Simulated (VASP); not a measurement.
A run of VASP 6.6.1 is set up as follows.

The input INCAR:

```
SYSTEM = Li
PREC = Accurate ; ENCUT = 520
EDIFF = 1E-6 ; ISMEAR = -1
SIGMA = 0.1 ; LREAL = .False.
LASPH = .True. ; NELM = 100
ALGO = Normal ; ISIF = 2
LWAVE = .False. ; LCHARG = .True.
GGA = PE ; LELF = .True.
LVHAR = .True. ; NBANDS = 12
```

KPOINTS

```
Automatic mesh
0
Gamma
  8 8 12
  0 0 0
```

POSCAR

```
Li
1.0
    4.9301984858      0.0000000000      0.0000000000
   -2.4650992429      4.2696771344      0.0000000000
    0.0000000000      0.0000000000      2.8856942931
Li
3
Direct
    1.0000000000      0.0000000000      1.0000000000
    0.3333333333      0.6666666667      0.5000000000
    0.6666666667      0.3333333333      0.5000000000
```

Potentials or basis: VASP PAW PBE potentials, release 64 (Li_sv).

Launch:

```bash
$ cat potpaw_PBE.64/Li_sv/POTCAR > POTCAR
$ mpirun -np 1 vasp_std > vasp.out
```

Problem. Predict the band gap on the k mesh.

Solution. Zero (an odd number of electrons rules out a gap without spin polarisation).
